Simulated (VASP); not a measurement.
# BaHfH6 (R-3m) in VASP: further runs, part 2 of 3

VASP 6.6.1. Earlier steps stand in the parts before.

## (3) Single point, PBE

This run uses another cell than the first one, of 11.03 Å³/atom.

Contents of INCAR:

```
PREC = Accurate
ENCUT = 520
EDIFF = 1E-7
ISMEAR = 0
SIGMA = 0.1
LREAL = F
LASPH = T
NELM = 60
ALGO = Normal
ISIF = 2
LWAVE = F
LCHARG = F
GGA = PE
NBANDS = 23
```

Contents of KPOINTS:

```
Automatic mesh
0
Gamma
  6 6 6
```

Contents of POSCAR:

```
BaHfH6
1.0
    3.4003460600      1.9631907100      2.2026729300
   -3.4003460600      1.9631907100      2.2026729300
    0.0000000000     -3.9263814200      2.2026729300
Ba Hf H
1 1 6
Direct
    0.5000000000      0.5000000000      0.5000000000
    0.0000000000      0.0000000000      0.0000000000
    0.7455009800      0.0793138100      0.7455009800
    0.0793138100      0.7455009800      0.7455009800
    0.2544990200      0.2544990200      0.9206861900
    0.9206861900      0.2544990200      0.2544990200
    0.2544990200      0.9206861900      0.2544990200
    0.7455009800      0.7455009800      0.0793138100
```

Potentials or basis: VASP PAW PBE potentials, release 64 (Ba_sv, Hf_pv, H).

Launch:

```sh
cat potpaw_PBE.64/Ba_sv/POTCAR potpaw_PBE.64/Hf_pv/POTCAR potpaw_PBE.64/H/POTCAR > POTCAR
mpirun -np 1 vasp_std > vasp.out
```

OUTCAR:

```text
PREC = Accurate
   ENCUT = 520
   EDIFF = 1E-7
   ISMEAR = 0
   LREAL = F
   LASPH = T
   NELM = 60
   ISIF = 2
   GGA = PE

 ion  position               nearest neighbor table
   1  0.500  0.500  0.500-   5 2.62   8 2.62   3 2.62   6 2.62   7 2.62   4 2.62   8 2.70   5 2.70
                             4 2.70   3 2.70   7 2.70   6 2.70   2 3.30   2 3.30   2 4.08   2 4.08
   2  0.000  0.000  0.000-   5 1.62   8 1.62   3 1.62   6 1.62   7 1.62   4 1.62   1 3.30   1 3.30
                             1 4.08   1 4.08   1 4.08   1 4.08   1 4.08   1 4.08
   3  0.746  0.079  0.746-   2 1.62   1 2.62   1 2.70
   4  0.079  0.746  0.746-   2 1.62   1 2.62   1 2.70
   5  0.254  0.254  0.921-   2 1.62   1 2.62   1 2.70
   6  0.921  0.254  0.254-   2 1.62   1 2.62   1 2.70
   7  0.254  0.921  0.254-   2 1.62   1 2.62   1 2.70
   8  0.746  0.746  0.079-   2 1.62   1 2.62   1 2.70

  LATTYP: Found a trigonal (rhomboedric) cell.
 ALAT       =     4.5020261096
 COS(alpha) =    -0.1409331850

  Lattice vectors:

 A1 = (   3.4003460600,   1.9631907100,   2.2026729300)
 A2 = (  -3.4003460600,   1.9631907100,   2.2026729300)
 A3 = (   0.0000000000,  -3.9263814200,   2.2026729300)

Analysis of symmetry for initial positions (statically):
=====================================================================
 Subroutine PRICEL returns:
 Original cell was already a primitive cell.

 Routine SETGRP: Setting up the symmetry group for a
 trigonal (rhombohedral) supercell.

 Subroutine GETGRP returns: Found 12 space group operations
 (whereof 12 operations were pure point group operations)
 out of a pool of 12 trial point group operations.

The static configuration has the point symmetry D_3d.

Analysis of symmetry for dynamics (positions and initial velocities):
=====================================================================
 Subroutine PRICEL returns:
 Original cell was already a primitive cell.

 Routine SETGRP: Setting up the symmetry group for a
 trigonal (rhombohedral) supercell.

 Subroutine GETGRP returns: Found 12 space group operations
[... 142 lines left out ...]
   AEXX    =    0.0000 exact exchange contribution
   IVDW    =     0    specifies the selected vdW correction
   LEPSILON=     F    determine dielectric tensor
   LRPA    =     F    only Hartree local field effects (RPA)
 non-spin polarized calculation
 Gauss-broadening in eV      SIGMA  =   0.10
  energy-cutoff  :      520.00
  volume of cell :       88.22
 maximum number of plane-waves:      2390
 NGX is ok and might be reduce to    36
   NGX = 17   NGY = 17   NGZ = 17

 number of electron      26.0000003 magnetization

 Free energy of the ion-electron system (eV)
  ---------------------------------------------------
  ext. energy  EPLUGINS =         0.00000000
  ---------------------------------------------------
  free energy    TOTEN  =       -28.10085928 eV

  energy without entropy =      -28.10073758  energy(sigma->0) =      -28.10079843

 E-fermi :   1.5952     XC(G=0):  -9.2665

 val. band max:        1.4547850921   @ k =   0.0000   0.0000   0.0000
 cond. band min:       1.7552059836   @ k =   0.5000   0.5000   0.0000
 fundamental gap:      0.3004208915
 Fermi energy:         1.5951578323

 k-point     1 :       0.0000    0.0000    0.0000
  band No.  band energies     occupation
      1     -28.8964      2.00000
      2     -28.8249      2.00000
      3     -28.8249      2.00000
      4     -25.0345      2.00000
      5     -10.4843      2.00000
      6     -10.1346      2.00000
[... 613 lines left out ...]
     22       9.1697      0.00000
     23       9.7065      0.00000

 [... further k-points ...]

------------------------ aborting loop because EDIFF is reached ----------------------------------------

  FORCE on cell =-STRESS in cart. coord.  units (eV):
  Direction    XX          YY          ZZ          XY          YZ          ZX
  --------------------------------------------------------------------------------------
  -------------------------------------------------------------------------------------
  Total       17.7391099     17.7391098     24.4808769      0.0000000      0.0000000      0.0000000
  in kB      322.1480695    322.1480685    444.5807756      0.0000000      0.0000000      0.0000000
  external PRESSURE =     362.9589712 kB  Pullay stress =       0.0000000 kB

 VOLUME and BASIS-vectors are now :
 -----------------------------------------------------------------------------
  energy-cutoff  :      520.00
  volume of cell :       88.22
      direct lattice vectors                 reciprocal lattice vectors
     3.400346060  1.963190710  2.202672930     0.147043857  0.084895811  0.151331289
    -3.400346060  1.963190710  2.202672930    -0.147043857  0.084895811  0.151331289
     0.000000000 -3.926381420  2.202672930     0.000000000 -0.169791621  0.151331289

 POSITION                                       TOTAL-FORCE (eV/Angst)
 -----------------------------------------------------------------------------------
      0.00000      0.00000      3.30401        -0.000000     -0.000000      0.000000
      0.00000      0.00000      0.00000         0.000000     -0.000000      0.000000
      2.26527     -1.30785      3.45889        -3.532153      2.039290     -3.279005
     -2.26527     -1.30785      3.45889         3.532153      2.039290     -3.279005
      0.00000     -2.61570      3.14913         0.000000      4.078579      3.279005
      2.26527      1.30785      3.14913        -3.532153     -2.039290      3.279005
     -2.26527      1.30785      3.14913         3.532153     -2.039290      3.279005
      0.00000      2.61570      3.45889         0.000000     -4.078579     -3.279005
 -----------------------------------------------------------------------------------
    total drift:                               -0.000000     -0.000000      0.000000

  FREE ENERGIE OF THE ION-ELECTRON SYSTEM (eV)
  ---------------------------------------------------
  free  energy   TOTEN  =       -28.1008592787 eV

  energy  without entropy=      -28.1007375791  energy(sigma->0) =      -28.10079843
```

It took 24 s on 1 thread of Intel Xeon 6975P-C (Granite Rapids), shared host; peak memory 0.24 GiB.

Results:

* Free energy: -28.1009 eV
* Pressure: 36.3 GPa
* Largest force: 5.233 eV/Å
* Band gap on the k mesh: 0.30 eV (least direct gap 0.35 eV)

Forces in eV/Å, atoms in the order of the input:
```
Ba   0.000  0.000  0.000
Hf   0.000  0.000  0.000
H   -3.532  2.039 -3.279
H    3.532  2.039 -3.279
H    0.000  4.079  3.279
H   -3.532 -2.039  3.279
H    3.532 -2.039  3.279
H    0.000 -4.079 -3.279
```

Levels at points of the mesh, in eV from the valence-band top:
```csv
k point,band 9,band 10,band 11,band 12,band 13,band 14,band 15,band 16,band 17,band 18
"(0.00, 0.00, 0.00)",-4.44,-4.44,-0.83,-0.83,0.00,0.41,0.41,0.78,4.40,4.40
"(0.50, 0.00, 0.00)",-4.30,-3.92,-3.53,-1.58,-1.25,0.76,1.92,2.41,3.65,4.74
"(0.50, 0.50, 0.00)",-5.02,-4.38,-2.03,-1.41,-0.05,0.30,1.54,2.68,4.27,5.77
"(0.50, 0.50, 0.50)",-4.36,-4.11,-2.41,-2.33,-2.33,1.83,2.67,2.67,6.20,6.20
```

Caveat: the stress differs along the axes, from 32 to 44 GPa; spin-orbit coupling is left out, which moves the levels of the heavy elements; forces of over 1 eV/Å act on the atoms, so gaps and moduli don't describe the material at rest.

## (4) Single point, PBE

Contents of INCAR:

```
  ALGO = Normal
  EDIFF = 1E-6
  ENCUT = 520
  GGA = PE
  ISIF = 2
  ISMEAR = 0
  LASPH = True
  LCHARG = True
  LELF = True
  LREAL = False
  LVHAR = True
  LWAVE = False
  NBANDS = 23
  NELM = 60
  PREC = Accurate
  SIGMA = 0.1
```

Contents of KPOINTS:

```
k-points
0
Gamma
  6 6 6
```

Contents of POSCAR:

```
BaHfH6
1.0
    3.6249620334      2.0928728058      2.4597418056
   -3.6249620334      2.0928728058      2.4597418056
    0.0000000000     -4.1857456116      2.4597418056
Ba Hf H
1 1 6
Direct
    0.5000000000      0.5000000000      0.5000000000
    0.0000000000      0.0000000000      0.0000000000
    0.7084530477      0.0611519405      0.7084530477
    0.0611519405      0.7084530477      0.7084530477
    0.2915469523      0.2915469523      0.9388480595
    0.9388480595      0.2915469523      0.2915469523
    0.2915469523      0.9388480595      0.2915469523
    0.7084530477      0.7084530477      0.0611519405
```

Potentials or basis: VASP PAW PBE potentials, release 64 (Ba_sv, Hf_pv, H).

Launch:

```sh
cat potpaw_PBE.64/Ba_sv/POTCAR potpaw_PBE.64/Hf_pv/POTCAR potpaw_PBE.64/H/POTCAR > POTCAR
mpirun -np 1 vasp_std > vasp.out
```

OUTCAR:

```text
EDIFF = 1E-6
   ENCUT = 520
   GGA = PE
   ISIF = 2
   ISMEAR = 0
   LASPH = True
   LREAL = False
   NELM = 60
   PREC = Accurate

 ion  position               nearest neighbor table
   1  0.500  0.500  0.500-   3 2.71   4 2.71   6 2.71   7 2.71   5 2.71   8 2.71   2 3.69   2 3.69

   2  0.000  0.000  0.000-   3 1.96   4 1.96   6 1.96   7 1.96   5 1.96   8 1.96   1 3.69   1 3.69

   3  0.708  0.061  0.708-   2 1.96   1 2.71
   4  0.061  0.708  0.708-   2 1.96   1 2.71
[... 839 lines left out ...]
  -------------------------------------------------------------------------------------
  Total        0.0674166      0.0674166      0.0561814      0.0000000      0.0000000      0.0000000
  in kB        0.9646954      0.9646954      0.8039259      0.0000000      0.0000000      0.0000000
  external PRESSURE =       0.9111056 kB  Pullay stress =       0.0000000 kB

 VOLUME and BASIS-vectors are now :
 -----------------------------------------------------------------------------
  energy-cutoff  :      520.00
  volume of cell :      111.97
      direct lattice vectors                 reciprocal lattice vectors
     3.624962033  2.092872806  2.459741806     0.137932479  0.079635354  0.135515578
    -3.624962033  2.092872806  2.459741806    -0.137932479  0.079635354  0.135515578
     0.000000000 -4.185745612  2.459741806     0.000000000 -0.159270708  0.135515578

 POSITION                                       TOTAL-FORCE (eV/Angst)
 -----------------------------------------------------------------------------------
      0.00000      0.00000      3.68961         0.000000     -0.000000      0.000000
      0.00000      0.00000      0.00000         0.000000     -0.000000      0.000000
      2.34644     -1.35472      3.63564         0.021960     -0.012678      0.024160
     -2.34644     -1.35472      3.63564        -0.021960     -0.012678      0.024160
      0.00000     -2.70944      3.74358         0.000000     -0.025357     -0.024160
      2.34644      1.35472      3.74358         0.021960      0.012678     -0.024160
     -2.34644      1.35472      3.74358        -0.021960      0.012678     -0.024160
      0.00000      2.70944      3.63564         0.000000      0.025357      0.024160
 -----------------------------------------------------------------------------------
    total drift:                               -0.000000     -0.000000      0.000000

  FREE ENERGIE OF THE ION-ELECTRON SYSTEM (eV)
  ---------------------------------------------------
  free  energy   TOTEN  =       -33.0206315720 eV

  energy  without entropy=      -33.0206315720  energy(sigma->0) =      -33.02063157
```

OSZICAR:

```text
N       E                     dE             d eps       ncg     rms          rms(c)
DAV:   1     0.103357563262E+03    0.10336E+03   -0.11948E+04  1480   0.968E+02
DAV:   2    -0.288307296175E+02   -0.13219E+03   -0.12737E+03  2081   0.212E+02
DAV:   3    -0.366791092362E+02   -0.78484E+01   -0.78085E+01  2000   0.446E+01
DAV:   4    -0.368574358586E+02   -0.17833E+00   -0.17824E+00  2069   0.584E+00
DAV:   5    -0.368604683120E+02   -0.30325E-02   -0.30323E-02  2025   0.584E-01    0.511E+01
DAV:   6    -0.335895952195E+02    0.32709E+01   -0.41319E+00  1752   0.794E+00    0.379E+01
DAV:   7    -0.333872300522E+02    0.20237E+00   -0.64639E+00  1787   0.101E+01    0.114E+01
DAV:   8    -0.331969891448E+02    0.19024E+00   -0.37646E+00  1661   0.762E+00    0.704E+00
DAV:   9    -0.330175924547E+02    0.17940E+00   -0.44255E-01  1682   0.319E+00    0.188E+00
DAV:  10    -0.330203309376E+02   -0.27385E-02   -0.52676E-02  1889   0.894E-01    0.224E+00
DAV:  11    -0.330207651309E+02   -0.43419E-03   -0.13476E-03  2027   0.184E-01    0.908E-01
DAV:  12    -0.330206406873E+02    0.12444E-03   -0.31574E-04  1816   0.710E-02    0.455E-01
DAV:  13    -0.330206314431E+02    0.92442E-05   -0.12193E-04  1801   0.492E-02    0.858E-02
DAV:  14    -0.330206315720E+02   -0.12894E-06   -0.61890E-06  1884   0.120E-02
   1 F= -.33020632E+02 E0= -.33020632E+02  d E =-.232900E-12
```

It took 29 s on 1 thread of Intel Xeon 6975P-C (Granite Rapids), shared host; peak memory 0.26 GiB.

Results:

```
Free energy            : -33.0206 eV
Pressure               : 0.1 GPa
Largest force          : 0.035 eV/Å
Band gap on the k mesh : 1.11 eV
```

Forces on the atoms (eV/Å):
```
Ba   0.000  0.000  0.000
Hf   0.000  0.000  0.000
H    0.022 -0.013  0.024
H   -0.022 -0.013  0.024
H    0.000 -0.025 -0.024
H    0.022  0.013 -0.024
H   -0.022  0.013 -0.024
H    0.000  0.025  0.024
```

Caveat: spin-orbit coupling is left out, which moves the levels of the heavy elements. A k mesh can miss the band edges.

## (5) Single point, PBE

Contents of INCAR:

```
SYSTEM = BaHfH6
PREC     = Accurate       ! precision mode
ENCUT    = 520            ! plane-wave cutoff, eV
EDIFF    = 1E-6           ! SCF threshold, eV
ISMEAR   = 0              ! smearing method
SIGMA    = 0.02           ! smearing width, eV
LREAL    = .FALSE.        ! projectors in reciprocal space
LASPH    = .TRUE.         ! aspherical terms in the spheres
NELM     = 60             ! most SCF steps
ALGO     = Normal         ! electronic algorithm
ISIF     = 2              ! what is computed and relaxed
LWAVE    = .FALSE.        ! write WAVECAR
LCHARG   = .FALSE.        ! write CHGCAR
GGA      = PE             ! functional
NBANDS   = 23             ! bands
```

Contents of KPOINTS:

```
regular mesh
0
G
  6 6 6
  0 0 0
```

Contents of POSCAR:

```
BaHfH6
1.0
    3.6258331670      2.0933757550      2.4617210953
   -3.6258331670      2.0933757550      2.4617210953
    0.0000000000     -4.1867515101      2.4617210953
Ba Hf H
1 1 6
Direct
    0.5000000000      0.5000000000      0.5000000000
    0.0000000000      0.0000000000      0.0000000000
    0.7086107086      0.0613786010      0.7086107086
    0.0613786010      0.7086107086      0.7086107086
    0.2913892914      0.2913892914      0.9386213990
    0.9386213990      0.2913892914      0.2913892914
    0.2913892914      0.9386213990      0.2913892914
    0.7086107086      0.7086107086      0.0613786010
```

Launch:

```sh
cat potpaw_PBE.64/Ba_sv/POTCAR potpaw_PBE.64/Hf_pv/POTCAR potpaw_PBE.64/H/POTCAR > POTCAR
mpirun -np 1 vasp_std > vasp.out
```

It took 32 s on 1 thread of Intel Xeon 6975P-C (Granite Rapids), shared host; peak memory 0.25 GiB.

It converged, with:

```
Free energy            : -33.0209 eV
Pressure               : 0.0 GPa
Largest force          : 0.036 eV/Å
Band gap on the k mesh : 1.11 eV
```

Forces on the atoms (eV/Å):
```
Ba   0.000  0.000  0.000
Hf   0.000  0.000  0.000
H    0.024 -0.014  0.024
H   -0.024 -0.014  0.024
H    0.000 -0.027 -0.024
H    0.024  0.014 -0.024
H   -0.024  0.014 -0.024
H    0.000  0.027  0.024
```

Levels at points of the mesh, in eV from the valence-band top:
```tsv
k point	band 11	band 12	band 13	band 14	band 15	band 16
(0.00, 0.00, 0.00)	-0.52	-0.52	-0.49	1.37	1.37	1.56
(0.50, 0.00, 0.00)	-2.04	-1.29	-1.09	1.43	2.02	2.51
(0.50, 0.50, 0.00)	-1.84	-1.69	0.00	1.11	2.02	2.67
(0.50, 0.50, 0.50)	-2.32	-1.50	-1.50	1.89	2.65	2.65
```

Caveat: spin-orbit coupling is left out, which moves the levels of the heavy elements. A k mesh can miss the band edges.

(Part 2 of 3 ends here.)
